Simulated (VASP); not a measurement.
# Be (C2/c) in VASP: notebook

Runs on Be. Level: RPBE. Tasks: single point.

All numbers are computed with VASP 6.6.1; they aren't measurements. Logs are shortened: lines on timing, memory, paths and dates and some standing lists are left out, and cuts for length are marked.

### 1 The cell of the first run

The typed cell holds 2 atoms: a = 2.345 Å, b = 2.345 Å, c = 4.364 Å, α = 105.57°, β = 105.57°, γ = 120.02°.

### 2 Single point, RPBE (8.77 Å³/atom)

The input, INCAR:

```
PREC     = Accurate       # precision mode
ENCUT    = 520            # plane-wave cutoff, eV
EDIFF    = 1E-7           # SCF threshold, eV
ISMEAR   = -1             # smearing method
SIGMA    = 0.1            # smearing width, eV
LREAL    = False          # projectors in reciprocal space
LASPH    = True           # aspherical terms in the spheres
NELM     = 60             # most SCF steps
ALGO     = Normal         # electronic algorithm
ISIF     = 2              # what is computed and relaxed
LWAVE    = False          # write WAVECAR
LCHARG   = True           # write CHGCAR
GGA      = RP             # functional
LELF     = True           # ELF
LVHAR    = True         
NBANDS   = 9              # bands
```

The input, KPOINTS:

```
Automatic mesh
0
Gamma
  29 29 14
```

The input, POSCAR:

```
Be
1.0
   -1.5784206447      1.2937926825      1.1546795039
    1.2937926825     -1.5784206447      1.1546795039
    2.8494880736      2.8494880736     -1.6759761380
Be
2
Direct
    0.9583871448      0.0416128552      1.0000000000
    0.7916128552      0.2083871448      0.5000000000
```

Potentials or basis: VASP PAW PBE potentials, release 64 (Be).

Started as:

```bash
$ cat potpaw_PBE.64/Be/POTCAR > POTCAR
$ mpirun -np 1 vasp_std > vasp.out
```

OUTCAR:

```text
PREC = Accurate
   ENCUT = 520
   EDIFF = 1E-7
   ISMEAR = -1
   LREAL = False
   LASPH = True
   NELM = 60
   ISIF = 2
   GGA = RP

 ion  position               nearest neighbor table
   1  0.958  0.042  0.000-   2 2.28   2 2.28   2 2.29   2 2.29   2 2.29   2 2.29
   2  0.792  0.208  0.500-   1 2.28   1 2.28   1 2.29   1 2.29   1 2.29   1 2.29

  Warning from LATTYP: Got some problem with cell dimensions!
  Tried to take original basis but could not verify dimensions!
  LATTYP: Found a base centered monoclinic cell.
 ALAT       =     2.3441768663
 B/A-ratio  =     1.7327715753
 C/A-ratio  =     1.5707622679
 COS(beta)  =    -0.0003066202

  Lattice vectors:

 A1 = (   1.5784206447,  -1.2937926825,  -1.1546795039)
 A2 = (  -1.2937926825,   1.5784206447,  -1.1546795039)
 A3 = (   2.5648601114,   2.5648601114,   0.6333828698)

Analysis of symmetry for initial positions (statically):
=====================================================================
 Subroutine PRICEL returns:
 Original cell was already a primitive cell.

 Routine SETGRP: Setting up the symmetry group for a
 base centered monoclinic supercell.

 Subroutine GETGRP returns: Found  4 space group operations
 (whereof  2 operations were pure point group operations)
 out of a pool of  4 trial point group operations.

The static configuration has the point symmetry C_2 .
 The point group associated with its full space group is C_2h.

Analysis of symmetry for dynamics (positions and initial velocities):
=====================================================================
 Subroutine PRICEL returns:
 Original cell was already a primitive cell.

 Routine SETGRP: Setting up the symmetry group for a
 base centered monoclinic supercell.

 Subroutine GETGRP returns: Found  4 space group operations
 (whereof  2 operations were pure point group operations)
 out of a pool of  4 trial point group operations.

The dynamic configuration has the point symmetry C_2 .
 The point group associated with its full space group is C_2h.

 Subroutine INISYM returns: Found  4 space group operations
 (whereof  2 operations are pure point group operations),
 and found     1 'primitive' translations

----------------------------------------------------------------------------------------

                                     Primitive cell

  volume of cell :      17.5304

  direct lattice vectors                    reciprocal lattice vectors
    -1.578420645  1.293792682  1.154679504    -0.036784589  0.311378965  0.466864283
[... 92 lines left out ...]
   ISIF   =      2    stress and relaxation
   ISYM   =      2    0-nonsym 1-usesym 2-fastsym
   POTIM  = 0.5000    time-step for ionic-motion
   TEBEG  =    0.0;   TEEND  =   0.0 temperature during run
   PSTRESS=    0.0 pullay stress
   NELECT =       4.0000    total number of electrons
   NUPDOWN=      -1.0000    fix difference up-down
   EMIN   =  10.00;   EMAX   =-10.00  energy-range for DOS
   EFERMI =   0.00;   METHOD = LEGACY
   ISMEAR =    -1;   SIGMA  =   0.10  broadening in eV -4-tet -1-fermi 0-gaus
   EFERMI_NEDOS =   21; number of points for ismear=-14 and -15
   IALGO  =     38    algorithm
   IMIX   =      4    mixing-type and parameters
     AMIX     =   0.40;   BMIX     =  1.00
     AMIX_MAG =   1.60;   BMIX_MAG =  1.00
  volume/ion in A,a.u.               =       8.77        59.15
  Fermi-wavevector in a.u.,A,eV,Ry     =   1.000377  1.890439 13.616097  1.000755
  Thomas-Fermi vector in A             =   2.132730
   LORBIT       =      0    0 simple, 1 ext, 2 COOP (PROOUT), +10 PAW based schemes
   GGA     = RP    functional components
   LHFCALC =     F    Hartree Fock is set to
   AEXX    =    0.0000 exact exchange contribution
   IVDW    =     0    specifies the selected vdW correction
   LEPSILON=     F    determine dielectric tensor
   LRPA    =     F    only Hartree local field effects (RPA)
 non-spin polarized calculation
  energy-cutoff  :      520.00
  volume of cell :       17.53
 maximum number of plane-waves:       494
 NGX is ok and might be reduce to    18
   NGX =  9   NGY =  9   NGZ = 17

 number of electron       4.0000000 magnetization

 Free energy of the ion-electron system (eV)
  ---------------------------------------------------
  ext. energy  EPLUGINS =         0.00000000
  ---------------------------------------------------
  free energy    TOTEN  =        -6.99757197 eV

  energy without entropy =       -6.99311339  energy(sigma->0) =       -6.99534268

 E-fermi :   6.4073     XC(G=0): -10.2726

 val. band max:        6.4056198396   @ k =  -0.4483   0.1724   0.2143
 cond. band min:       6.4098119689   @ k =  -0.4828   0.2759   0.2857
 fundamental gap:      0.0041921293
 Fermi energy:         6.4072555105

 k-point     1 :       0.0000    0.0000    0.0000
  band No.  band energies     occupation
      1      -4.5352      2.00000
      2       2.2446      2.00000
      3       7.0912      0.00214
      4      21.1418      0.00000
      5      21.1537      0.00000
      6      23.8121      0.00000
      7      23.8177      0.00000
      8      25.8089      0.00000
      9      31.6353      0.00000
[... 265 lines left out ...]
 k-point    24 :       0.3103    0.0345    0.0000
  band No.  band energies     occupation
      1      -0.5532      2.00000
      2       1.9995      2.00000
      3      10.3756      0.00000
      4      12.8736      0.00000
      5      16.1017      0.00000
      6      17.2409      0.00000
      7      19.8143      0.00000
      8      21.4483      0.00000
      9      25.1776      0.00000

 [... further k-points ...]

------------------------ aborting loop because EDIFF is reached ----------------------------------------

  FORCE on cell =-STRESS in cart. coord.  units (eV):
  Direction    XX          YY          ZZ          XY          YZ          ZX
  --------------------------------------------------------------------------------------
  -------------------------------------------------------------------------------------
  Total       -0.8827270     -0.8827270     -0.8668307     -0.0064171     -0.0101221     -0.0101221
  in kB      -80.6759502    -80.6759502    -79.2231306     -0.5864831     -0.9251015     -0.9251015
  external PRESSURE =     -80.1916770 kB  Pullay stress =       0.0000000 kB

 VOLUME and BASIS-vectors are now :
 -----------------------------------------------------------------------------
  energy-cutoff  :      520.00
  volume of cell :       17.53
      direct lattice vectors                 reciprocal lattice vectors
    -1.578420645  1.293792682  1.154679504    -0.036784589  0.311378965  0.466864283
     1.293792682 -1.578420645  1.154679504     0.311378965 -0.036784589  0.466864283
     2.849488074  2.849488074 -1.675976138     0.189184374  0.189184374  0.046633861

 POSITION                                       TOTAL-FORCE (eV/Angst)
 -----------------------------------------------------------------------------------
     -1.45890      1.17427      1.15468         0.000603     -0.000603      0.000000
      0.44486      2.12000      0.31669        -0.000603      0.000603     -0.000000
 -----------------------------------------------------------------------------------
    total drift:                                0.000000      0.000000     -0.000000

  FREE ENERGIE OF THE ION-ELECTRON SYSTEM (eV)
  ---------------------------------------------------
  free  energy   TOTEN  =        -6.9975719687 eV

  energy  without entropy=       -6.9931133875  energy(sigma->0) =       -6.99534268
```

stdout:

```text
POSCAR found type information on POSCAR Be
 POSCAR found :  1 types and       2 ions
 scaLAPACK will be used
 -----------------------------------------------------------------------------
|                                                                             |
|                                                                             |
|     You enforced a specific xc type in the INCAR file but a different       |
|     I HOPE YOU KNOW WHAT YOU ARE DOING!                                     |
|                                                                             |
 -----------------------------------------------------------------------------

 LDA part: xc-table for (Slater+PW92), standard interpolation
 POSCAR, INCAR and KPOINTS ok, starting setup
 FFT: planning ... GRIDC
 FFT: planning ... GRID_SOFT
 FFT: planning ... GRID
 WAVECAR not read
 entering main loop
```

It took 10 min on 1 thread of Intel Xeon 8259CL, shared host; peak memory 0.5 GiB.

What came out:

```yaml
Free_energy: -6.9976 eV
Pressure: -8.0 GPa
Band_gap_on_the_k_mesh: zero (bands 2 and 3 overlap by 1.61 eV)
```

Levels at points of the mesh, in eV from the Fermi level:
| k point | band 1 | band 2 | band 3 | band 4 | band 5 |
| --- | --- | --- | --- | --- | --- |
| (0.00, 0.00, 0.00) | -10.94 | -4.16 | 0.68 | 14.73 | 14.75 |
| (0.00, 0.00, 0.50) | -8.85 | -8.85 | 9.88 | 9.88 | 16.27 |

Caveat: the cell stands under tension; the PAW data sets were made with another functional, which shifts forces and pressure a little.

### 3 Single point, RPBE (9.09 Å³/atom)

This run uses another cell than the first one, of 9.09 Å³/atom.

The input, INCAR:

```
SYSTEM = Be
PREC = Accurate
ENCUT = 520
EDIFF = 1E-6
ISMEAR = -1
SIGMA = 0.1
LREAL = .False.
LASPH = .True.
NELM = 100
ALGO = Normal
ISIF = 2
LWAVE = .False.
LCHARG = .True.
GGA = RP
LELF = .True.
LVHAR = .True.
NBANDS = 9
```

The input, KPOINTS:

```
Automatic mesh
0
Gamma
  29 29 14
  0 0 0
```

The input, POSCAR:

```
Be
1.0
   -1.5976715742      1.3095721971      1.1687623492
    1.3095721971     -1.5976715742      1.1687623492
    2.8842413532      2.8842413532     -1.6964168859
Be
2
Direct
    0.9583871448      0.0416128552      1.0000000000
    0.7916128552      0.2083871448      0.5000000000
```

Potentials or basis: VASP PAW PBE potentials, release 64 (Be).

Started as:

```bash
$ cat potpaw_PBE.64/Be/POTCAR > POTCAR
$ mpirun -np 1 vasp_std > vasp.out
```

Run time: 9.6 min. Hardware: 1 thread of Intel Xeon 8259CL, shared host; peak memory 0.51 GiB.

It converged, with:

```
Free energy            : -6.9586 eV
Pressure               : -11.1 GPa
Band gap on the k mesh : zero (bands 2 and 3 overlap by 1.59 eV)
```

Stress tensor (GPa, compression positive):
```
-11.25  -0.31  -0.15
 -0.31 -11.25  -0.15
 -0.15  -0.15 -10.87
```

Levels at points of the mesh, in eV from the Fermi level:
```csv
k point,band 1,band 2,band 3,band 4,band 5,band 6,band 7
"(0.00, 0.00, 0.00)",-10.75,-4.05,0.57,14.31,14.32,16.91,16.92
"(0.00, 0.00, 0.50)",-8.69,-8.69,9.60,9.60,15.80,15.80,15.81
```

Caveat: the cell stands under tension; the PAW data sets were made with another functional, which shifts forces and pressure a little.
